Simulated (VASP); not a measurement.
# Zr2W (P-6m2) in VASP: relaxation of cell and atoms with PBE

Aim: the relaxation of cell and atoms of Zr2W with PBE.

Everything below comes from runs of VASP 6.6.1. Logs are shortened: lines on timing, memory, paths and dates and some standing lists are left out, and cuts for length are marked.

### Step 1. The cell of the first run

Symmetry: P-6m2, No. 187, hexagonal system. Conventional cell: a = 4.866 Å, b = 4.866 Å, c = 2.983 Å, α = 90.00°, β = 90.00°, γ = 120.00°. Zr (site symmetry -6m2) has 8 Zr at 2.98 to 3.18 Å and 6 W at 3.18 Å within 3.9 Å. Within 3.7 Å of Zr (site symmetry -6m2) lie 3 W at 2.81 Å and 8 Zr at 2.98 to 3.18 Å. W (site symmetry -6m2) has 9 Zr at 2.81 to 3.18 Å and 2 W at 2.98 Å within 3.7 Å.

### Step 2. Relaxation of cell and atoms, PBE

INCAR reads:

```
ALGO     = Normal         # electronic algorithm
EDIFF    = 1E-6           # SCF threshold, eV
EDIFFG   = -0.01          # ionic threshold
ENCUT    = 600            # plane-wave cutoff, eV
GGA      = PE             # functional
IBRION   = 2              # ionic algorithm
ISIF     = 3              # what is computed and relaxed
ISMEAR   = 0              # smearing method
LASPH    = True           # aspherical terms in the spheres
LCHARG   = False          # write CHGCAR
LREAL    = False          # projectors in reciprocal space
LWAVE    = False          # write WAVECAR
NELM     = 100            # most SCF steps
NSW      = 100            # ionic steps
PREC     = Accurate       # precision mode
SIGMA    = 0.1            # smearing width, eV
```

KPOINTS reads:

```
k-points
0
Gamma
  12 12 16
```

POSCAR reads:

```
Zr2W
1.0
    4.8664974900      0.0000000000      0.0000000000
   -2.4332487400      4.2145104500      0.0000000000
    0.0000000000      0.0000000000      2.9831629600
Zr W
2 1
Direct
    0.0000000000      0.0000000000      0.0000000000
    0.3333333300      0.6666666700      0.5000000000
    0.6666666700      0.3333333300      0.5000000000
```

Potentials or basis: VASP PAW PBE potentials, release 64 (Zr_sv, W_sv).

Command:

```sh
> cat potpaw_PBE.64/Zr_sv/POTCAR potpaw_PBE.64/W_sv/POTCAR > POTCAR
> mpirun -np 1 vasp_std > vasp.out
```

OUTCAR:

```text
EDIFF = 1E-6
   EDIFFG = -0.01
   ENCUT = 600
   GGA = PE
   IBRION = 2
   ISIF = 3
   ISMEAR = 0
   LASPH = True
   LREAL = False
   NELM = 100
   NSW = 100
   PREC = Accurate

 ion  position               nearest neighbor table
   1  0.000  0.000  0.000-   2 3.18   3 3.18   2 3.18   3 3.18   2 3.18   2 3.18   3 3.18   3 3.18
                             3 3.18   3 3.18   2 3.18   2 3.18
   2  0.333  0.667  0.500-   3 2.81   3 2.81   3 2.81   1 3.18   1 3.18   1 3.18   1 3.18   1 3.18
                             1 3.18
   3  0.667  0.333  0.500-   2 2.81   2 2.81   2 2.81   1 3.18   1 3.18   1 3.18   1 3.18   1 3.18
                             1 3.18

  LATTYP: Found a hexagonal cell.
 ALAT       =     4.8664974900
 C/A-ratio  =     0.6129999997

  Lattice vectors:

 A1 = (   4.8664974900,   0.0000000000,   0.0000000000)
 A2 = (  -2.4332487400,   4.2145104500,   0.0000000000)
 A3 = (   0.0000000000,   0.0000000000,   2.9831629600)

Analysis of symmetry for initial positions (statically):
=====================================================================
 Subroutine PRICEL returns:
 Original cell was already a primitive cell.

 Routine SETGRP: Setting up the symmetry group for a
 hexagonal supercell.

 Subroutine GETGRP returns: Found 12 space group operations
 (whereof 12 operations were pure point group operations)
 out of a pool of 24 trial point group operations.

The static configuration has the point symmetry D_3h.

Analysis of symmetry for dynamics (positions and initial velocities):
=====================================================================
 Subroutine PRICEL returns:
 Original cell was already a primitive cell.

 Routine SETGRP: Setting up the symmetry group for a
 hexagonal supercell.

 Subroutine GETGRP returns: Found 12 space group operations
 (whereof 12 operations were pure point group operations)
 out of a pool of 24 trial point group operations.

The dynamic configuration has the point symmetry D_3h.

 Subroutine INISYM returns: Found 12 space group operations
 (whereof 12 operations are pure point group operations),
 and found     1 'primitive' translations

----------------------------------------------------------------------------------------

                                     Primitive cell

  volume of cell :      61.1844

  direct lattice vectors                    reciprocal lattice vectors
     4.866497490  0.000000000  0.000000000     0.205486595  0.118637741  0.000000000
    -2.433248740  4.214510450  0.000000000     0.000000000  0.237275482  0.000000000
     0.000000000  0.000000000  2.983162960     0.000000000  0.000000000  0.335214674

  length of vectors
     4.866497490  4.866497484  2.983162960     0.237275482  0.237275482  0.335214674

  position of ions in fractional coordinates (direct lattice)
     0.000000000  0.000000000  0.000000000
     0.333333330  0.666666670  0.500000000
     0.666666670  0.333333330  0.500000000

  ion indices of the primitive-cell ions
   primitive index   ion index
                 1           1
                 2           2
                 3           3

----------------------------------------------------------------------------------------

 KPOINTS: k-points

Automatic generation of k-mesh.
 Grid dimensions read from file:
 generate k-points for:   12   12   16

 Generating k-lattice:

  Cartesian coordinates                     Fractional coordinates (reciprocal lattice)
     0.017123883  0.009886478  0.000000000     0.083333333  0.000000000  0.000000000
     0.000000000  0.019772957  0.000000000     0.000000000  0.083333333  0.000000000
     0.000000000  0.000000000  0.020950917     0.000000000  0.000000000  0.062500000

  Length of vectors
     0.019772957  0.019772957  0.020950917

  Shift w.r.t. Gamma in fractional coordinates (k-lattice)
     0.000000000  0.000000000  0.000000000

 Subroutine IBZKPT returns following result:
 ===========================================

 Found    171 irreducible k-points:

 Following reciprocal coordinates:
            Coordinates               Weight
  0.000000  0.000000  0.000000      1.000000
  0.083333 -0.000000  0.000000      6.000000
  0.166667  0.000000  0.000000      6.000000
  0.250000  0.000000  0.000000      6.000000
  0.333333 -0.000000  0.000000      6.000000
  0.416667  0.000000  0.000000      6.000000
[... 16 lines left out ...]
  0.250000  0.000000  0.062500     12.000000
  0.333333 -0.000000  0.062500     12.000000
 [... further k-points ...]
   k-points           NKPTS =    171   k-points in BZ     NKDIM =    171   number of bands    NBANDS=     23
   number of dos      NEDOS =    301   number of ions     NIONS =      3
   total plane-waves  NPLWV =  38400
   dimension x,y,z NGX =    40 NGY =   40 NGZ =   24
   dimension x,y,z NGXF=    80 NGYF=   80 NGZF=   48
   ions per type =               2   1
   NGX,Y,Z   is equivalent  to a cutoff of  13.66, 13.66, 13.37 a.u.
   NGXF,Y,Z  is equivalent  to a cutoff of  27.33, 27.33, 26.75 a.u.
 SYSTEM =  unknown system
   PREC   = accura    normal or accurate (medium, high low for compatibility)
   ISTART =      0    job   : 0-new  1-cont  2-samecut
   ICHARG =      2    charge: 1-file 2-atom 10-const
   ISPIN  =      1    spin polarized calculation?
   LNONCOLLINEAR =      F non collinear calculations
   LSORBIT =      F    spin-orbit coupling
   LASPH  =      T    aspherical Exc in radial PAW
   ENCUT  =  600.0 eV  44.10 Ry    6.64 a.u.   9.72  9.72  5.96*2*pi/ulx,y,z
   NELM   =    100;   NELMIN=  2; NELMDL= -5     # of ELM steps
   EDIFF  = 0.1E-05   stopping-criterion for ELM
   LREAL  =      F    real-space projection
   EDIFFG = -.1E-01   stopping-criterion for IOM
   NSW    =    100    number of steps for IOM
   IBRION =      2    ionic relax: 0-MD 1-quasi-New 2-CG
   NFREE  =      1    steps in history (QN), initial steepest desc. (CG)
   ISIF   =      3    stress and relaxation
   ISYM   =      2    0-nonsym 1-usesym 2-fastsym
   POTIM  = 0.5000    time-step for ionic-motion
   TEBEG  =    0.0;   TEEND  =   0.0 temperature during run
   PSTRESS=    0.0 pullay stress
   NELECT =      38.0000    total number of electrons
   NUPDOWN=      -1.0000    fix difference up-down
   EMIN   =  10.00;   EMAX   =-10.00  energy-range for DOS
   EFERMI =   0.00;   METHOD = LEGACY
   ISMEAR =     0;   SIGMA  =   0.10  broadening in eV -4-tet -1-fermi 0-gaus
   EFERMI_NEDOS =   21; number of points for ismear=-14 and -15
   IALGO  =     38    algorithm
   IMIX   =      4    mixing-type and parameters
     AMIX     =   0.40;   BMIX     =  1.00
     AMIX_MAG =   1.60;   BMIX_MAG =  1.00
  volume/ion in A,a.u.               =      20.39       137.63
  Fermi-wavevector in a.u.,A,eV,Ry     =   1.396762  2.639498 26.544215  1.950945
  Thomas-Fermi vector in A             =   2.520085
   LORBIT       =      0    0 simple, 1 ext, 2 COOP (PROOUT), +10 PAW based schemes
   GGA     = PE    functional components
   LHFCALC =     F    Hartree Fock is set to
   AEXX    =    0.0000 exact exchange contribution
   IVDW    =     0    specifies the selected vdW correction
   LEPSILON=     F    determine dielectric tensor
   LRPA    =     F    only Hartree local field effects (RPA)
 conjugate gradient relaxation of ions
 non-spin polarized calculation
 Gauss-broadening in eV      SIGMA  =   0.10
  energy-cutoff  :      600.00
  volume of cell :       61.18
 maximum number of plane-waves:      2106
 NGX is ok and might be reduce to    40
   NGX = 19   NGY = 19   NGZ = 11

--------------------------------------- Ionic step        1  -------------------------------------------

 number of electron      38.0000000 magnetization

 Free energy of the ion-electron system (eV)
  ---------------------------------------------------
  ext. energy  EPLUGINS =         0.00000000
  ---------------------------------------------------
  free energy    TOTEN  =       -28.97414750 eV

  energy without entropy =      -28.95202827  energy(sigma->0) =      -28.96308788

------------------------ aborting loop because EDIFF is reached ----------------------------------------

  FORCE on cell =-STRESS in cart. coord.  units (eV):
  Direction    XX          YY          ZZ          XY          YZ          ZX
  --------------------------------------------------------------------------------------
  -------------------------------------------------------------------------------------
  Total        1.0955921      1.0955921     -1.9264863      0.0000000      0.0000000      0.0000000
  in kB       28.6892284     28.6892283    -50.4470634      0.0000000      0.0000000      0.0000000
  external PRESSURE =       2.3104644 kB  Pullay stress =       0.0000000 kB
[... 133 lines left out ...]
  energy  without entropy=      -29.0071996164  energy(sigma->0) =      -29.01869226

--------------------------------------- Ionic step        5  -------------------------------------------

 number of electron      37.9999999 magnetization

 Free energy of the ion-electron system (eV)
  ---------------------------------------------------
  ext. energy  EPLUGINS =         0.00000000
  ---------------------------------------------------
  free energy    TOTEN  =       -29.03333303 eV

  energy without entropy =      -29.00998556  energy(sigma->0) =      -29.02165929

 E-fermi :   9.6745     XC(G=0): -11.8888

 val. band max:        9.6693174078   @ k =   0.4167   0.0000   0.1875
 cond. band min:       9.6750630989   @ k =   0.4167   0.0000   0.2500
 fundamental gap:      0.0057456910
 Fermi energy:         9.6745056388

 k-point     1 :       0.0000    0.0000    0.0000
  band No.  band energies     occupation
      1     -64.1458      2.00000
      2     -38.8887      2.00000
      3     -38.7309      2.00000
      4     -28.3281      2.00000
      5     -28.3281      2.00000
      6     -28.0465      2.00000
[... 613 lines left out ...]
     22      11.1191      0.00000
     23      11.3913      0.00000

 [... further k-points ...]

------------------------ aborting loop because EDIFF is reached ----------------------------------------

  FORCE on cell =-STRESS in cart. coord.  units (eV):
  Direction    XX          YY          ZZ          XY          YZ          ZX
  --------------------------------------------------------------------------------------
  -------------------------------------------------------------------------------------
  Total        0.0261282      0.0261282     -0.0252330      0.0000000     -0.0000000      0.0000000
  in kB        0.6872085      0.6872085     -0.6636626      0.0000000     -0.0000000      0.0000000
  external PRESSURE =       0.2369181 kB  Pullay stress =       0.0000000 kB
[... 18 lines left out ...]
  FREE ENERGIE OF THE ION-ELECTRON SYSTEM (eV)
  ---------------------------------------------------
  free  energy   TOTEN  =       -29.0333330272 eV

  energy  without entropy=      -29.0099855582  energy(sigma->0) =      -29.02165929

 reached required accuracy - stopping structural energy minimisation
```

Run time: 10 min. Hardware: 1 thread of AMD EPYC 9R45 (Zen 5), shared host; peak memory 0.39 GiB.

Results:

- Free energy: -29.0333 eV
- Relaxed volume: 20.31 Å³/atom
- Relaxed cell: a = 4.955 Å, b = 4.955 Å, c = 2.865 Å, α = 90.00°, β = 90.00°, γ = 120.00°
- Space group after relaxing (to 0.1 Å): P-6m2 (No. 187)
- Energy gained by relaxing: 19.7 meV/atom
- Ionic steps: 5
- Pressure after relaxing: 0.0 GPa
- Band gap on the k mesh: zero (bands 19 and 20 overlap by 1.04 eV)

Step by step:
| step | energy change (eV) | largest force (eV/Å) | pressure (GPa) | volume (Å³) |
| --- | --- | --- | --- | --- |
| 1 | 0.0000 | 0.0000 | 0.23 | 61.18 |
| 2 | -0.0563 | 0.0000 | -0.92 | 61.40 |
| 3 | -0.0575 | 0.0000 | -1.03 | 61.42 |
| 4 | -0.0560 | 0.0000 | 1.51 | 60.24 |
| 5 | -0.0592 | 0.0000 | 0.02 | 60.92 |

Final structure:
```cif
data_structure
_symmetry_space_group_name_H-M 'P 1'
_symmetry_Int_Tables_number 1
_cell_length_a 4.9547
_cell_length_b 4.9547
_cell_length_c 2.8652
_cell_angle_alpha 90.000
_cell_angle_beta 90.000
_cell_angle_gamma 120.000
_cell_volume 60.92
loop_
_atom_site_label
_atom_site_type_symbol
_atom_site_fract_x
_atom_site_fract_y
_atom_site_fract_z
_atom_site_occupancy
Zr1 Zr 0.00000 0.00000 0.00000 1
Zr2 Zr 0.33333 0.66667 0.50000 1
W1 W 0.66667 0.33333 0.50000 1
```

Caveat: spin-orbit coupling is left out, which moves the levels of the heavy elements.
